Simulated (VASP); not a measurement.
# W (P4/nmm) in VASP: a series of runs

W is run at these levels: PBEsol; tasks: single point.

All numbers are computed with VASP 6.6.1; they aren't measurements. Logs are shortened: lines on timing, memory, paths and dates and some standing lists are left out, and cuts for length are marked.

## (1) The cell of the first run

Symmetry: P4/nmm, No. 129, tetragonal system. The conventional cell has a = 2.871 Å, b = 2.871 Å, c = 4.060 Å, α = 90.00°, β = 90.00°, γ = 90.00°. Within 3.4 Å of W (site symmetry 4mm) lie 12 W at 2.60 to 3.17 Å.

## (2) Single point, PBEsol (mode 6 (197.5 1/cm) frozen in, largest displacement -0.200 Å)

The input, INCAR:

```
PREC = Accurate ; ENCUT = 520
EDIFF = 1E-7 ; ISMEAR = 0
SIGMA = 0.15 ; LREAL = F
LASPH = T ; NELM = 60
ALGO = Fast ; ISIF = 2
LWAVE = F ; LCHARG = F
GGA = PS ; NBANDS = 21
```

The input, KPOINTS:

```
Automatic mesh
0
Gamma
  16 16 12
```

The input, POSCAR:

```
W
1.0
    0.0000000000     -2.0300000000     -2.0300000000
    0.0000000000      2.0300000000     -2.0300000000
    4.0600000000      0.0000000000      0.0000000000
W
2
Direct
    0.5000000000      0.5000000000      0.4507389163
    0.0000000000      0.0000000000      0.0492610837
```

Potentials or basis: VASP PAW PBE potentials, release 64 (W_sv).

On the command line:

```
> cat potpaw_PBE.64/W_sv/POTCAR > POTCAR
> mpirun -np 1 vasp_std > vasp.out
```

OUTCAR:

```text
PREC = Accurate
   ENCUT = 520
   EDIFF = 1E-7
   ISMEAR = 0
   LREAL = F
   LASPH = T
   NELM = 60
   ISIF = 2
   GGA = PS

 ion  position               nearest neighbor table
   1  0.500  0.500  0.451-   2 2.60   2 2.60   2 2.60   2 2.60   2 3.17   2 3.17   2 3.17   2 3.17

   2  0.000  0.000  0.049-   1 2.60   1 2.60   1 2.60   1 2.60   1 3.17   1 3.17   1 3.17   1 3.17

  LATTYP: Found a simple tetragonal cell.
 ALAT       =     2.8708535316
 C/A-ratio  =     1.4142135624

  Lattice vectors:

 A1 = (   0.0000000000,  -2.0300000000,  -2.0300000000)
 A2 = (   0.0000000000,   2.0300000000,  -2.0300000000)
 A3 = (   4.0600000000,   0.0000000000,   0.0000000000)

Analysis of symmetry for initial positions (statically):
=====================================================================
 Subroutine PRICEL returns:
 Original cell was already a primitive cell.

 Routine SETGRP: Setting up the symmetry group for a
 simple tetragonal supercell.

 Subroutine GETGRP returns: Found 16 space group operations
 (whereof  8 operations were pure point group operations)
 out of a pool of 16 trial point group operations.

The static configuration has the point symmetry C_4v.
 The point group associated with its full space group is D_4h.

Analysis of symmetry for dynamics (positions and initial velocities):
=====================================================================
 Subroutine PRICEL returns:
 Original cell was already a primitive cell.

 Routine SETGRP: Setting up the symmetry group for a
 simple tetragonal supercell.

 Subroutine GETGRP returns: Found 16 space group operations
 (whereof  8 operations were pure point group operations)
 out of a pool of 16 trial point group operations.

The dynamic configuration has the point symmetry C_4v.
 The point group associated with its full space group is D_4h.

 Subroutine INISYM returns: Found 16 space group operations
 (whereof  8 operations are pure point group operations),
 and found     1 'primitive' translations

----------------------------------------------------------------------------------------

                                     Primitive cell

  volume of cell :      33.4617

  direct lattice vectors                    reciprocal lattice vectors
     0.000000000 -2.030000000 -2.030000000     0.000000000 -0.246305419 -0.246305419
     0.000000000  2.030000000 -2.030000000     0.000000000  0.246305419 -0.246305419
     4.060000000  0.000000000  0.000000000     0.246305419  0.000000000  0.000000000

  length of vectors
     2.870853532  2.870853532  4.060000000     0.348328464  0.348328464  0.246305419

  position of ions in fractional coordinates (direct lattice)
     0.500000000  0.500000000  0.450738916
     0.000000000  0.000000000  0.049261084

  ion indices of the primitive-cell ions
   primitive index   ion index
                 1           1
                 2           2

----------------------------------------------------------------------------------------

 KPOINTS: Automatic mesh

Automatic generation of k-mesh.
 Grid dimensions read from file:
 generate k-points for:   16   16   12

 Generating k-lattice:

  Cartesian coordinates                     Fractional coordinates (reciprocal lattice)
     0.000000000 -0.015394089 -0.015394089     0.062500000  0.000000000  0.000000000
     0.000000000  0.015394089 -0.015394089     0.000000000  0.062500000  0.000000000
     0.020525452  0.000000000  0.000000000     0.000000000  0.000000000  0.083333333

  Length of vectors
     0.021770529  0.021770529  0.020525452

  Shift w.r.t. Gamma in fractional coordinates (k-lattice)
     0.000000000  0.000000000  0.000000000

 Subroutine IBZKPT returns following result:
 ===========================================

 Found    315 irreducible k-points:

 Following reciprocal coordinates:
            Coordinates               Weight
  0.000000  0.000000  0.000000      1.000000
  0.062500  0.000000  0.000000      4.000000
  0.125000  0.000000  0.000000      4.000000
  0.187500  0.000000  0.000000      4.000000
  0.250000  0.000000  0.000000      4.000000
  0.312500  0.000000  0.000000      4.000000
[... 16 lines left out ...]
  0.437500  0.125000  0.000000      8.000000
  0.500000  0.125000  0.000000      4.000000
 [... further k-points ...]
   k-points           NKPTS =    315   k-points in BZ     NKDIM =    315   number of bands    NBANDS=     21
   number of dos      NEDOS =    301   number of ions     NIONS =      2
   total plane-waves  NPLWV =  17280
   dimension x,y,z NGX =    24 NGY =   24 NGZ =   30
   dimension x,y,z NGXF=    48 NGYF=   48 NGZF=   60
   ions per type =               2
   NGX,Y,Z   is equivalent  to a cutoff of  13.90, 13.90, 12.28 a.u.
   NGXF,Y,Z  is equivalent  to a cutoff of  27.80, 27.80, 24.57 a.u.
 SYSTEM =  unknown system
   PREC   = accura    normal or accurate (medium, high low for compatibility)
   ISTART =      0    job   : 0-new  1-cont  2-samecut
   ICHARG =      2    charge: 1-file 2-atom 10-const
   ISPIN  =      1    spin polarized calculation?
   LNONCOLLINEAR =      F non collinear calculations
   LSORBIT =      F    spin-orbit coupling
   LASPH  =      T    aspherical Exc in radial PAW
   ENCUT  =  520.0 eV  38.22 Ry    6.18 a.u.   5.34  5.34  7.55*2*pi/ulx,y,z
   NELM   =     60;   NELMIN=  2; NELMDL= -5     # of ELM steps
   EDIFF  = 0.1E-06   stopping-criterion for ELM
   LREAL  =      F    real-space projection
   EDIFFG = 0.1E-05   stopping-criterion for IOM
   NSW    =      0    number of steps for IOM
   IBRION =     -1    ionic relax: 0-MD 1-quasi-New 2-CG
   NFREE  =      0    steps in history (QN), initial steepest desc. (CG)
   ISIF   =      2    stress and relaxation
   ISYM   =      2    0-nonsym 1-usesym 2-fastsym
   POTIM  = 0.5000    time-step for ionic-motion
   TEBEG  =    0.0;   TEEND  =   0.0 temperature during run
   PSTRESS=    0.0 pullay stress
   NELECT =      28.0000    total number of electrons
   NUPDOWN=      -1.0000    fix difference up-down
   EMIN   =  10.00;   EMAX   =-10.00  energy-range for DOS
   EFERMI =   0.00;   METHOD = LEGACY
   ISMEAR =     0;   SIGMA  =   0.15  broadening in eV -4-tet -1-fermi 0-gaus
   EFERMI_NEDOS =   21; number of points for ismear=-14 and -15
   IALGO  =     68    algorithm
   IMIX   =      4    mixing-type and parameters
     AMIX     =   0.40;   BMIX     =  1.00
     AMIX_MAG =   1.60;   BMIX_MAG =  1.00
  volume/ion in A,a.u.               =      16.73       112.91
  Fermi-wavevector in a.u.,A,eV,Ry     =   1.542688  2.915258 32.380324  2.379887
  Thomas-Fermi vector in A             =   2.648457
   LORBIT       =      0    0 simple, 1 ext, 2 COOP (PROOUT), +10 PAW based schemes
   GGA     = PS    functional components
   LHFCALC =     F    Hartree Fock is set to
   AEXX    =    0.0000 exact exchange contribution
   IVDW    =     0    specifies the selected vdW correction
   LEPSILON=     F    determine dielectric tensor
   LRPA    =     F    only Hartree local field effects (RPA)
 non-spin polarized calculation
 RMM-DIIS sequential band-by-band and
 Gauss-broadening in eV      SIGMA  =   0.15
  energy-cutoff  :      520.00
  volume of cell :       33.46
 maximum number of plane-waves:       928
 NGX is ok and might be reduce to    24
   NGX = 11   NGY = 11   NGZ = 15

 number of electron      27.9999998 magnetization

 Free energy of the ion-electron system (eV)
  ---------------------------------------------------
  ext. energy  EPLUGINS =         0.00000000
  ---------------------------------------------------
  free energy    TOTEN  =       -25.77067266 eV

  energy without entropy =      -25.75144709  energy(sigma->0) =      -25.76105987

 E-fermi :  10.0300     XC(G=0): -13.3595

 val. band max:       10.0197780371   @ k =   0.3125   0.1875   0.5000
 cond. band min:      10.0420440502   @ k =   0.1250   0.0625   0.3333
 fundamental gap:      0.0222660132
 Fermi energy:        10.0299573974

 k-point     1 :       0.0000    0.0000    0.0000
  band No.  band energies     occupation
      1     -63.5467      2.00000
      2     -63.3061      2.00000
      3     -28.2791      2.00000
      4     -27.7379      2.00000
      5     -27.7379      2.00000
      6     -27.1564      2.00000
[... 13 lines left out ...]
     20      15.7129      0.00000
     21      21.1810      0.00000

 k-point     2 :       0.0625    0.0000    0.0000
  band No.  band energies     occupation
      1     -63.5431      2.00000
      2     -63.3071      2.00000
      3     -28.2734      2.00000
      4     -27.7679      2.00000
      5     -27.7295      2.00000
      6     -27.1512      2.00000
[... 13 lines left out ...]
     20      16.4752      0.00000
     21      20.5508      0.00000

 k-point     3 :       0.1250    0.0000    0.0000
  band No.  band energies     occupation
      1     -63.5328      2.00000
      2     -63.3103      2.00000
      3     -28.2584      2.00000
      4     -27.8479      2.00000
      5     -27.7051      2.00000
      6     -27.1424      2.00000
[... 13 lines left out ...]
     20      17.4984      0.00000
     21      19.4155      0.00000

 k-point     4 :       0.1875    0.0000    0.0000
  band No.  band energies     occupation
      1     -63.5163      2.00000
      2     -63.3160      2.00000
      3     -28.2400      2.00000
      4     -27.9561      2.00000
      5     -27.6659      2.00000
      6     -27.2322      2.00000
[... 13 lines left out ...]
     20      18.2437      0.00000
     21      18.5581      0.00000

 k-point     5 :       0.2500    0.0000    0.0000
  band No.  band energies     occupation
      1     -63.4951      2.00000
      2     -63.3245      2.00000
      3     -28.2283      2.00000
      4     -28.0713      2.00000
      5     -27.6143      2.00000
      6     -27.3231      2.00000
[... 13 lines left out ...]
     20      17.2450      0.00000
     21      19.5576      0.00000
[... 382 lines left out ...]
     20      17.4580      0.00000
     21      20.8732      0.00000

 k-point    22 :       0.3750    0.1250    0.0000
  band No.  band energies     occupation
      1     -63.4359      2.00000
      2     -63.3505      2.00000
      3     -28.2490      2.00000
      4     -28.2411      2.00000
      5     -27.5963      2.00000
      6     -27.4751      2.00000
[... 13 lines left out ...]
     20      16.9750      0.00000
     21      21.3024      0.00000

 k-point    23 :       0.4375    0.1250    0.0000
  band No.  band energies     occupation
      1     -63.4113      2.00000
      2     -63.3678      2.00000
      3     -28.2889      2.00000
      4     -28.2825      2.00000
      5     -27.5386      2.00000
      6     -27.4809      2.00000
[... 13 lines left out ...]
     20      16.7776      0.00000
     21      20.9640      0.00000

 k-point    24 :       0.5000    0.1250    0.0000
  band No.  band energies     occupation
      1     -63.3883      2.00000
      2     -63.3883      2.00000
      3     -28.3007      2.00000
      4     -28.3007      2.00000
      5     -27.4966      2.00000
      6     -27.4966      2.00000
[... 13 lines left out ...]
     20      16.4257      0.00000
     21      20.8980      0.00000

 [... further k-points ...]

------------------------ aborting loop because EDIFF is reached ----------------------------------------

  FORCE on cell =-STRESS in cart. coord.  units (eV):
  Direction    XX          YY          ZZ          XY          YZ          ZX
  --------------------------------------------------------------------------------------
  -------------------------------------------------------------------------------------
  Total       -3.0341794      3.2298734      3.2298734      0.0000000      0.0000000      0.0000000
  in kB     -145.2792973    154.6493048    154.6493048      0.0000000      0.0000000      0.0000000
  external PRESSURE =      54.6731041 kB  Pullay stress =       0.0000000 kB

 VOLUME and BASIS-vectors are now :
 -----------------------------------------------------------------------------
  energy-cutoff  :      520.00
  volume of cell :       33.46
      direct lattice vectors                 reciprocal lattice vectors
     0.000000000 -2.030000000 -2.030000000     0.000000000 -0.246305419 -0.246305419
     0.000000000  2.030000000 -2.030000000     0.000000000  0.246305419 -0.246305419
     4.060000000  0.000000000  0.000000000     0.246305419  0.000000000  0.000000000

 POSITION                                       TOTAL-FORCE (eV/Angst)
 -----------------------------------------------------------------------------------
      1.83000      0.00000     -2.03000         3.580846     -0.000000      0.000000
      0.20000      0.00000      0.00000        -3.580846      0.000000     -0.000000
 -----------------------------------------------------------------------------------
    total drift:                               -0.000000     -0.000000      0.000000

  FREE ENERGIE OF THE ION-ELECTRON SYSTEM (eV)
  ---------------------------------------------------
  free  energy   TOTEN  =       -25.7706726573 eV

  energy  without entropy=      -25.7514470904  energy(sigma->0) =      -25.76105987
```

Wall time 4.3 min (1 thread of Intel Xeon Platinum 8375C at 2.90GHz (Ice Lake), shared host); peak memory 0.28 GiB.

What came out:

```
Free energy            : -25.7707 eV
Pressure               : 5.5 GPa
Largest force          : 3.581 eV/Å
Band gap on the k mesh : zero (band 14 reaches 13.15 eV, above the bottom of band 15 at 9.37 eV)
```

Forces on the atoms (eV/Å):
```
W    3.581  0.000  0.000
W   -3.581  0.000  0.000
```

Caveat: the cell differs from its parent crystal (mode 6 (197.5 1/cm) frozen in, largest displacement -0.200 Å); the PAW data sets were made with another functional, which shifts forces and pressure a little; spin-orbit coupling is left out, which moves the levels of the heavy elements.

(Part 1 of 2 ends here.)
